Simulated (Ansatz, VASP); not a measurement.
## Two plane-wave programs on SnSe

The input INCAR:

```
SYSTEM = SnSe
ALGO = Normal
EDIFF = 1E-7
ENCUT = 520
GGA = CA
ISIF = 2
ISMEAR = 0
LASPH = .True.
LCHARG = .True.
LELF = .True.
LREAL = .False.
LVHAR = .True.
LWAVE = .False.
NBANDS = 28
NELM = 60
PREC = Accurate
SIGMA = 0.05
```

The input KPOINTS:

```
k-points
0
Gamma
  6 6 4
  0 0 0
```

File POSCAR:

```
SnSe
1.0
    4.2210475078      0.0000000000      0.0000000000
    0.0000000000      4.2210475078      0.0000000000
    0.0000000000      0.0000000000     10.9906921300
Sn Se
2 2
Direct
    0.5000000000      0.0000000000      0.3722291100
    0.0000000000      0.5000000000      0.6277708900
    0.5000000000      0.0000000000      0.6160394900
    0.0000000000      0.5000000000      0.3839605100
```

Input for Ansatz:

```yaml
crystal:
  lattice:
    - [4.2210475078, 0.0, 0.0]
    - [0.0, 4.2210475078, 0.0]
    - [0.0, 0.0, 10.99069213]
  atoms:
    - { symbol: Sn, position: [0.5, 0.0, 0.37222911] }
    - { symbol: Sn, position: [0.0, 0.5, 0.62777089] }
    - { symbol: Se, position: [0.5, 0.0, 0.61603949] }
    - { symbol: Se, position: [0.0, 0.5, 0.38396051] }
basis:
  ecutwfc: 420
kpoints:
  mp_grid: { grid: [6, 6, 4] }
hamiltonian:
  xc: lda
scf:
  occupations: { method: gaussian, width: 0.05 }
output:
  forces: true
  stress: true
  eigenvalues: true
```

Change from the starting cell: strain -0.0150 x Voigt [1, 1, 0, 0, 0, 0], atoms carried along.

Alike in both runs: task single point; functional LDA; k mesh 6 × 6 × 4; occupations gaussian, width 0.05 eV; no spin polarisation.

|  | VASP | Ansatz |
| --- | --- | --- |
| version | VASP 6.6.1 | Ansatz 0.2.0 |
| potentials or method | VASP PAW LDA potentials, release 64 (Sn_d, Se), cutoff 520 eV | scalar-relativistic, plane waves, PAW |
| valence electrons in the cell | 40 | 60 |

|  | VASP | Ansatz | Ansatz less VASP |
| --- | --- | --- | --- |
| gap on the k mesh at the Fermi level (eV) | 1.36 | 1.37 | +0.016 |
| least direct gap on the mesh (eV) | 1.46 | 1.47 | +0.015 |
| rms of the force components (eV/Å) | 0.056 | 0.065 | +0.0094 |

LDA's correlation is that of Perdew and Zunger in VASP and of Perdew and Wang (1992) in Ansatz. Atom by atom the forces differ by 0.013 eV/Å (rms over components). VASP's potentials hold 40 valence electrons a cell and Ansatz's 60, so a difference there can come from the potentials and not from the codes.
